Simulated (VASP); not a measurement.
# HfC (P6_3/mmc) in VASP: further runs

HfC is run at these levels: PBE; tasks: relaxation of shape and atoms at fixed volume, relaxation of cell and atoms.

Program: VASP 6.6.1. These are calculated values, not measurements. Logs are shortened: lines on timing, memory, paths and dates and some standing lists are left out, and cuts for length are marked.

**1. The cell of the first run**

The structure is hexagonal, space group P6_3/mmc (No. 194). The conventional cell has a = 3.286 Å, b = 3.286 Å, c = 5.153 Å, α = 90.00°, β = 90.00°, γ = 120.00°. Hf (site symmetry -6m2) has 6 C at 2.29 Å within 3.0 Å. Within 3.0 Å of C (site symmetry -3m) lie 6 Hf at 2.29 Å and 2 C at 2.58 Å.

**2. Relaxation of shape and atoms at fixed volume, PBE (12.05 Å³/atom)**

Contents of INCAR:

```
SYSTEM = HfC
  PREC = Accurate
  ENCUT = 600
  EDIFF = 1E-7
  ISMEAR = 0
  SIGMA = 0.05
  LREAL = .FALSE.
  LASPH = .TRUE.
  NELM = 60
  ALGO = Normal
  ISIF = 4
  LWAVE = .FALSE.
  LCHARG = .FALSE.
  GGA = PE
  IBRION = 2
  NSW = 60
  EDIFFG = -0.01
```

Contents of KPOINTS:

```
Automatic mesh
0
G
  12 12 8
  0 0 0
```

Contents of POSCAR:

```
HfC
1.0
    3.2862607221      0.0000000000      0.0000000000
   -1.6431303611      2.8459852688      0.0000000000
    0.0000000000      0.0000000000      5.1526596280
Hf C
2 2
Direct
    0.3333333333      0.6666666667      0.2500000000
    0.6666666667      0.3333333333      0.7500000000
    0.0000000000      0.0000000000      0.0000000000
    0.0000000000      0.0000000000      0.5000000000
```

Potentials or basis: VASP PAW PBE potentials, release 64 (Hf_pv, C).

Run with:

```bash
$ cat potpaw_PBE.64/Hf_pv/POTCAR potpaw_PBE.64/C/POTCAR > POTCAR
$ mpirun -np 1 vasp_std > vasp.out
```

OUTCAR:

```text
SYSTEM = HfC
   PREC = Accurate
   ENCUT = 600
   EDIFF = 1E-7
   ISMEAR = 0
   LREAL = .FALSE.
   LASPH = .TRUE.
   NELM = 60
   ISIF = 4
   GGA = PE
   IBRION = 2
   NSW = 60
   EDIFFG = -0.01

 ion  position               nearest neighbor table
   1  0.333  0.667  0.250-   3 2.29   4 2.29   3 2.29   4 2.29   3 2.29   4 2.29   2 3.20   2 3.20
                             2 3.20   2 3.20   2 3.20   2 3.20
   2  0.667  0.333  0.750-   3 2.29   4 2.29   3 2.29   4 2.29   3 2.29   4 2.29   1 3.20   1 3.20
                             1 3.20   1 3.20   1 3.20   1 3.20
   3  0.000  0.000  0.000-   1 2.29   2 2.29   2 2.29   1 2.29   2 2.29   1 2.29
   4  0.000  0.000  0.500-   1 2.29   2 2.29   2 2.29   1 2.29   2 2.29   1 2.29

  LATTYP: Found a hexagonal cell.
 ALAT       =     3.2862607221
 C/A-ratio  =     1.5679399974

  Lattice vectors:

 A1 = (   3.2862607221,   0.0000000000,   0.0000000000)
 A2 = (  -1.6431303611,   2.8459852688,   0.0000000000)
 A3 = (   0.0000000000,   0.0000000000,   5.1526596280)

Analysis of symmetry for initial positions (statically):
=====================================================================
 Subroutine PRICEL returns:
 Original cell was already a primitive cell.

 Routine SETGRP: Setting up the symmetry group for a
 hexagonal supercell.

 Subroutine GETGRP returns: Found 24 space group operations
 (whereof 12 operations were pure point group operations)
 out of a pool of 24 trial point group operations.

The static configuration has the point symmetry D_3d.
 The point group associated with its full space group is D_6h.

Analysis of symmetry for dynamics (positions and initial velocities):
=====================================================================
 Subroutine PRICEL returns:
 Original cell was already a primitive cell.

 Routine SETGRP: Setting up the symmetry group for a
 hexagonal supercell.

 Subroutine GETGRP returns: Found 24 space group operations
 (whereof 12 operations were pure point group operations)
 out of a pool of 24 trial point group operations.

The dynamic configuration has the point symmetry D_3d.
 The point group associated with its full space group is D_6h.

 Subroutine INISYM returns: Found 24 space group operations
 (whereof 12 operations are pure point group operations),
 and found     1 'primitive' translations

----------------------------------------------------------------------------------------

                                     Primitive cell

  volume of cell :      48.1910

  direct lattice vectors                    reciprocal lattice vectors
     3.286260722  0.000000000  0.000000000     0.304297219  0.175686082  0.000000000
    -1.643130361  2.845985269  0.000000000     0.000000000  0.351372163  0.000000000
     0.000000000  0.000000000  5.152659628     0.000000000  0.000000000  0.194074531

  length of vectors
     3.286260722  3.286260722  5.152659628     0.351372163  0.351372163  0.194074531

  position of ions in fractional coordinates (direct lattice)
     0.333333333  0.666666667  0.250000000
     0.666666667  0.333333333  0.750000000
     0.000000000  0.000000000  0.000000000
     0.000000000  0.000000000  0.500000000

  ion indices of the primitive-cell ions
   primitive index   ion index
                 1           1
                 2           2
                 3           3
                 4           4

----------------------------------------------------------------------------------------

 KPOINTS: Automatic mesh

Automatic generation of k-mesh.
 Grid dimensions read from file:
 generate k-points for:   12   12    8
[... 70 lines left out ...]
   ISIF   =      4    stress and relaxation
   ISYM   =      2    0-nonsym 1-usesym 2-fastsym
   POTIM  = 0.5000    time-step for ionic-motion
   TEBEG  =    0.0;   TEEND  =   0.0 temperature during run
   PSTRESS=    0.0 pullay stress
   NELECT =      28.0000    total number of electrons
   NUPDOWN=      -1.0000    fix difference up-down
   EMIN   =  10.00;   EMAX   =-10.00  energy-range for DOS
   EFERMI =   0.00;   METHOD = LEGACY
   ISMEAR =     0;   SIGMA  =   0.05  broadening in eV -4-tet -1-fermi 0-gaus
   EFERMI_NEDOS =   21; number of points for ismear=-14 and -15
   IALGO  =     38    algorithm
   IMIX   =      4    mixing-type and parameters
     AMIX     =   0.40;   BMIX     =  1.00
     AMIX_MAG =   1.60;   BMIX_MAG =  1.00
  volume/ion in A,a.u.               =      12.05        81.30
  Fermi-wavevector in a.u.,A,eV,Ry     =   1.366067  2.581493 25.390379  1.866140
  Thomas-Fermi vector in A             =   2.492241
   LORBIT       =      0    0 simple, 1 ext, 2 COOP (PROOUT), +10 PAW based schemes
   GGA     = PE    functional components
   LHFCALC =     F    Hartree Fock is set to
   AEXX    =    0.0000 exact exchange contribution
   IVDW    =     0    specifies the selected vdW correction
   LEPSILON=     F    determine dielectric tensor
   LRPA    =     F    only Hartree local field effects (RPA)
 conjugate gradient relaxation of ions
 non-spin polarized calculation
 Gauss-broadening in eV      SIGMA  =   0.05
  energy-cutoff  :      600.00
  volume of cell :       48.19
 maximum number of plane-waves:      1641
 NGX is ok and might be reduce to    28
   NGX = 13   NGY = 13   NGZ = 21

--------------------------------------- Ionic step        1  -------------------------------------------

 number of electron      28.0000001 magnetization

 Free energy of the ion-electron system (eV)
  ---------------------------------------------------
  ext. energy  EPLUGINS =         0.00000000
  ---------------------------------------------------
  free energy    TOTEN  =       -41.25654432 eV

  energy without entropy =      -41.25592368  energy(sigma->0) =      -41.25623400

------------------------ aborting loop because EDIFF is reached ----------------------------------------

  FORCE on cell =-STRESS in cart. coord.  units (eV):
  Direction    XX          YY          ZZ          XY          YZ          ZX
  --------------------------------------------------------------------------------------
  -------------------------------------------------------------------------------------
  Total        2.9097888      2.9097888      2.8374952     -0.0000000      0.0000000      0.0000000
  in kB       96.7399661     96.7399661     94.3364652     -0.0000000      0.0000000      0.0000000
  external PRESSURE =      95.9387991 kB  Pullay stress =       0.0000000 kB

 VOLUME and BASIS-vectors are now :
 -----------------------------------------------------------------------------
  energy-cutoff  :      600.00
  volume of cell :       48.19
      direct lattice vectors                 reciprocal lattice vectors
     3.286260722  0.000000000  0.000000000     0.304297219  0.175686082  0.000000000
    -1.643130361  2.845985269  0.000000000     0.000000000  0.351372163  0.000000000
     0.000000000  0.000000000  5.152659628     0.000000000  0.000000000  0.194074531

 POSITION                                       TOTAL-FORCE (eV/Angst)
 -----------------------------------------------------------------------------------
     -0.00000      1.89732      1.28816        -0.000000      0.000000      0.000000
      1.64313      0.94866      3.86449         0.000000     -0.000000      0.000000
      0.00000      0.00000      0.00000        -0.000000      0.000000      0.000000
      0.00000      0.00000      2.57633        -0.000000      0.000000      0.000000
 -----------------------------------------------------------------------------------
    total drift:                                0.000000     -0.000000      0.000000

  FREE ENERGIE OF THE ION-ELECTRON SYSTEM (eV)
  ---------------------------------------------------
  free  energy   TOTEN  =       -41.2565443240 eV

  energy  without entropy=      -41.2559236774  energy(sigma->0) =      -41.25623400

--------------------------------------- Ionic step        2  -------------------------------------------

 number of electron      28.0000001 magnetization

 Free energy of the ion-electron system (eV)
  ---------------------------------------------------
  ext. energy  EPLUGINS =         0.00000000
  ---------------------------------------------------
  free energy    TOTEN  =       -41.25656991 eV

  energy without entropy =      -41.25592329  energy(sigma->0) =      -41.25624660

 E-fermi :   6.7975     XC(G=0): -12.5004

 val. band max:        6.7936994806   @ k =   0.3333   0.2500   0.0000
 cond. band min:       6.9242865986   @ k =   0.3333   0.3333   0.1250
 fundamental gap:      0.1305871179
 Fermi energy:         6.7975013501

 k-point     1 :       0.0000    0.0000    0.0000
  band No.  band energies     occupation
      1     -23.7878      2.00000
      2     -23.1095      2.00000
      3     -23.1095      2.00000
      4     -23.0106      2.00000
      5     -23.0106      2.00000
      6     -22.9304      2.00000
[... 481 lines left out ...]
      5     -23.0574      2.00000
      6     -23.0445      2.00000
[... 10 lines left out ...]
     17      10.7024      0.00000
     18      11.0507      0.00000

 [... further k-points ...]

------------------------ aborting loop because EDIFF is reached ----------------------------------------

  FORCE on cell =-STRESS in cart. coord.  units (eV):
  Direction    XX          YY          ZZ          XY          YZ          ZX
  --------------------------------------------------------------------------------------
  -------------------------------------------------------------------------------------
  Total        2.8881985      2.8881985      2.8722001     -0.0000000      0.0000000      0.0000000
  in kB       96.0221673     96.0221673     95.4902772     -0.0000000      0.0000000      0.0000000
  external PRESSURE =      95.8448706 kB  Pullay stress =       0.0000000 kB

 VOLUME and BASIS-vectors are now :
 -----------------------------------------------------------------------------
  energy-cutoff  :      600.00
  volume of cell :       48.19
      direct lattice vectors                 reciprocal lattice vectors
     3.287216106 -0.000000000  0.000000000     0.304208780  0.175635021 -0.000000000
    -1.643608053  2.846812656 -0.000000000     0.000000000  0.351270042 -0.000000000
     0.000000000  0.000000000  5.149664964    -0.000000000 -0.000000000  0.194187390

 POSITION                                       TOTAL-FORCE (eV/Angst)
 -----------------------------------------------------------------------------------
     -0.00000      1.89788      1.28742         0.000000     -0.000000      0.000000
      1.64361      0.94894      3.86225        -0.000000      0.000000      0.000000
      3.28722     -0.00000      0.00000        -0.000000      0.000000      0.000000
      3.28722     -0.00000      2.57483         0.000000      0.000000      0.000000
 -----------------------------------------------------------------------------------
    total drift:                                0.000000     -0.000000      0.000000

  FREE ENERGIE OF THE ION-ELECTRON SYSTEM (eV)
  ---------------------------------------------------
  free  energy   TOTEN  =       -41.2565699119 eV

  energy  without entropy=      -41.2559232939  energy(sigma->0) =      -41.25624660

 reached required accuracy - stopping structural energy minimisation
```

Run time: 57 s. Hardware: 1 thread of Intel Xeon 6975P-C (Granite Rapids), shared host; peak memory 0.24 GiB.

What came out:

- Free energy: -41.2566 eV
- Energy gained by relaxing: 0.0 meV/atom
- Ionic steps: 2
- Pressure after relaxing: 9.6 GPa
- Band gap on the k mesh: zero (bands 14 and 15 overlap by 1.45 eV)

Final structure:
```
Hf C
1.0
     3.28722    0.00000    0.00000
    -1.64361    2.84681    0.00000
     0.00000    0.00000    5.14966
Hf C
2 2
Direct
  0.33333 0.66667 0.25000
  0.66667 0.33333 0.75000
  0.00000 0.00000 0.00000
  0.00000 0.00000 0.50000
```

Levels at points of the mesh, in eV from the Fermi level:
```
           k point  band 10  band 11  band 12  band 13  band 14  band 15  band 16  band 17  band 18
(0.00, 0.00, 0.00)    -3.24    -3.24    -1.31    -1.31     0.98     1.44     1.44     1.98     1.98
(0.50, 0.00, 0.00)    -4.15    -3.66    -3.43    -1.90    -1.13     1.41     4.48     4.93     4.99
(0.00, 0.00, 0.50)    -3.24    -2.79    -2.79    -2.79    -2.79     4.11     4.11     4.27     4.27
(0.50, 0.00, 0.50)    -4.49    -3.22    -3.22    -2.50    -2.50     1.32     1.32     4.94     4.94
```

Caveat: spin-orbit coupling is left out, which moves the levels of the heavy elements.

**3. Relaxation of cell and atoms, PBE**

This run uses another cell than the first one, of 12.13 Å³/atom.

Contents of INCAR:

```
SYSTEM = HfC
PREC = Accurate
ENCUT = 600
EDIFF = 1E-7
ISMEAR = 0
SIGMA = 0.05
LREAL = .FALSE.
LASPH = .TRUE.
NELM = 100
ALGO = Normal
ISIF = 3
LWAVE = .FALSE.
LCHARG = .FALSE.
GGA = PE
IBRION = 2
NSW = 80
EDIFFG = -0.01
```

Contents of KPOINTS:

```
regular mesh
0
G
  12 12 8
  0 0 0
```

Contents of POSCAR:

```
HfC
1.0
    3.4255396858      0.0000000000      0.0000000000
   -1.7127698429      2.9666043895      0.0000000000
    0.0000000000      0.0000000000      4.7743636847
Hf C
2 2
Direct
    0.3333333333      0.6666666667      0.2500000000
    0.6666666667      0.3333333333      0.7500000000
    0.0000000000      0.0000000000      0.0000000000
    0.0000000000      0.0000000000      0.5000000000
```

Potentials or basis: VASP PAW PBE potentials, release 64 (Hf_pv, C).

Run with:

```bash
$ cat potpaw_PBE.64/Hf_pv/POTCAR potpaw_PBE.64/C/POTCAR > POTCAR
$ mpirun -np 1 vasp_std > vasp.out
```

OUTCAR:

```text
SYSTEM = HfC
   PREC = Accurate
   ENCUT = 600
   EDIFF = 1E-7
   ISMEAR = 0
   LREAL = .FALSE.
   LASPH = .TRUE.
   NELM = 100
   ISIF = 3
   GGA = PE
   IBRION = 2
   NSW = 80
   EDIFFG = -0.01

 ion  position               nearest neighbor table
   1  0.333  0.667  0.250-   3 2.31   4 2.31   3 2.31   4 2.31   3 2.31   4 2.31   2 3.10   2 3.10
                             2 3.10   2 3.10   2 3.10   2 3.10
   2  0.667  0.333  0.750-   3 2.31   4 2.31   3 2.31   4 2.31   3 2.31   4 2.31   1 3.10   1 3.10
                             1 3.10   1 3.10   1 3.10   1 3.10
   3  0.000  0.000  0.000-   1 2.31   2 2.31   1 2.31   2 2.31   2 2.31   1 2.31
   4  0.000  0.000  0.500-   1 2.31   2 2.31   1 2.31   2 2.31   2 2.31   1 2.31

  LATTYP: Found a hexagonal cell.
 ALAT       =     3.4255396858
 C/A-ratio  =     1.3937551810

  Lattice vectors:

 A1 = (   3.4255396858,   0.0000000000,   0.0000000000)
[... 459 lines left out ...]
  energy without entropy =      -41.31001245  energy(sigma->0) =      -41.31030929

 E-fermi :   6.5242     XC(G=0): -12.3126

 val. band max:        6.5192532898   @ k =   0.0833   0.0833   0.0000
 cond. band min:       6.5988642335   @ k =   0.3333   0.3333   0.1250
 fundamental gap:      0.0796109436
 Fermi energy:         6.5242487886

 k-point     1 :       0.0000    0.0000    0.0000
  band No.  band energies     occupation
      1     -24.1561      2.00000
      2     -23.5676      2.00000
      3     -23.5676      2.00000
      4     -23.4805      2.00000
      5     -23.4805      2.00000
      6     -23.4126      2.00000
[... 481 lines left out ...]
      5     -23.5227      2.00000
      6     -23.5119      2.00000
[... 10 lines left out ...]
     17      10.2636      0.00000
     18      10.5823      0.00000

 [... further k-points ...]

------------------------ aborting loop because EDIFF is reached ----------------------------------------

  FORCE on cell =-STRESS in cart. coord.  units (eV):
  Direction    XX          YY          ZZ          XY          YZ          ZX
  --------------------------------------------------------------------------------------
  -------------------------------------------------------------------------------------
  Total       -0.0305941     -0.0305941      0.0000785      0.0000000      0.0000000     -0.0000000
  in kB       -0.9794075     -0.9794075      0.0025141      0.0000000      0.0000000     -0.0000000
  external PRESSURE =      -0.6521003 kB  Pullay stress =       0.0000000 kB
[... 19 lines left out ...]
  FREE ENERGIE OF THE ION-ELECTRON SYSTEM (eV)
  ---------------------------------------------------
  free  energy   TOTEN  =       -41.3106061268 eV

  energy  without entropy=      -41.3100124498  energy(sigma->0) =      -41.31030929

 reached required accuracy - stopping structural energy minimisation
```

CONTCAR:

```text
HfC
   1.00000000000000
     3.3269749247864335    0.0000000000000000    0.0000000000000000
    -1.6634874623932168    2.8812448025506763    0.0000000000000000
     0.0000000000000000    0.0000000000000000    5.2210235095434143
  Hf              C
     2     2
Direct
     0.3333333332999970    0.6666666667000030    0.2500000000000000
     0.6666666667000030    0.3333333332999970    0.7500000000000000
     0.0000000000000000    0.0000000000000000    0.0000000000000000
     0.0000000000000000    0.0000000000000000    0.5000000000000000

  0.00000000E+00  0.00000000E+00  0.00000000E+00
  0.00000000E+00  0.00000000E+00  0.00000000E+00
  0.00000000E+00  0.00000000E+00  0.00000000E+00
  0.00000000E+00  0.00000000E+00  0.00000000E+00
```

Run time: 3.1 min. Hardware: 1 thread of Intel Xeon 6975P-C (Granite Rapids), shared host; peak memory 0.26 GiB.

What came out:

| Property | Result |
| --- | --- |
| Free energy | -41.3106 eV |
| Relaxed volume | 12.51 Å³/atom |
| Relaxed cell | a = 3.327 Å, b = 3.327 Å, c = 5.221 Å, α = 90.00°, β = 90.00°, γ = 120.00° |
| Space group after relaxing (to 0.1 Å) | P6_3/mmc (No. 194) |
| Energy gained by relaxing | 86.9 meV/atom |
| Ionic steps | 8 |
| Pressure after relaxing | -0.1 GPa |
| Band gap on the k mesh | zero (bands 14 and 15 overlap by 1.38 eV) |

The path:
```tsv
step	energy change (eV)	largest force (eV/Å)	pressure (GPa)	volume (Å³)
1	0.0000	0.0000	6.35	48.52
2	-0.2777	0.0000	-8.06	51.83
3	-0.2786	0.0000	-7.29	51.63
4	-0.2969	0.0000	6.69	48.77
5	-0.3473	0.0000	-0.30	50.10
6	-0.3473	0.0000	-0.45	50.13
7	-0.3474	0.0000	0.17	49.99
8	-0.3475	0.0000	-0.07	50.05
```

Final structure:
```
Hf C
1.0
     3.32697    0.00000    0.00000
    -1.66349    2.88124    0.00000
     0.00000    0.00000    5.22102
Hf C
2 2
Direct
  0.33333 0.66667 0.25000
  0.66667 0.33333 0.75000
  0.00000 0.00000 0.00000
  0.00000 0.00000 0.50000
```

Caveat: spin-orbit coupling is left out, which moves the levels of the heavy elements.

(Part 1 of 2 ends here.)

The gap in the log of VASP goes by the Fermi energy; the results here count the filled bands.